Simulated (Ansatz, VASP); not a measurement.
# Co in VASP and in Ansatz

```
Co
1.0
     2.38506    0.00000    0.00000
     0.00000    2.38506    0.00000
     0.00000    0.00000    3.37188
Co
2
Direct
  0.00000 0.00000 0.00000
  0.50000 0.50000 0.50000
```

Alike in both runs: task single point; functional LDA; k mesh 15 × 15 × 11; occupations fermi-dirac, width 0.05 eV; collinear spin.

|  | VASP | Ansatz |
| --- | --- | --- |
| version | VASP 6.6.1 | Ansatz 0.2.0 |
| potentials or method | VASP PAW LDA potentials, release 64 (Co_sv), cutoff 690 eV | plane waves (420 eV) with PAW, scalar-relativistic |
| valence electrons in the cell | 34 | 34 |

Ansatz gave:

- pressure (GPa): 13.7
- traceless stress, the component that is largest in VASP (GPa): 0.12
- net moment per atom (μB): 1.47
- size of the moment on the site where the two differ most (μB): 1.51

Task: Which values does VASP return?

Result: Pressure (GPa): 11.5; traceless stress, the component that is largest in VASP (GPa): 0.23; net moment per atom (μB): 1.41; size of the moment on the site where the two differ most (μB): 1.43.

Ansatz warns that its potentials were made for another functional, while VASP's fit it. LDA's correlation is that of Perdew and Zunger in VASP and of Perdew and Wang (1992) in Ansatz. Site moments also hang on the region over which each program counts them.
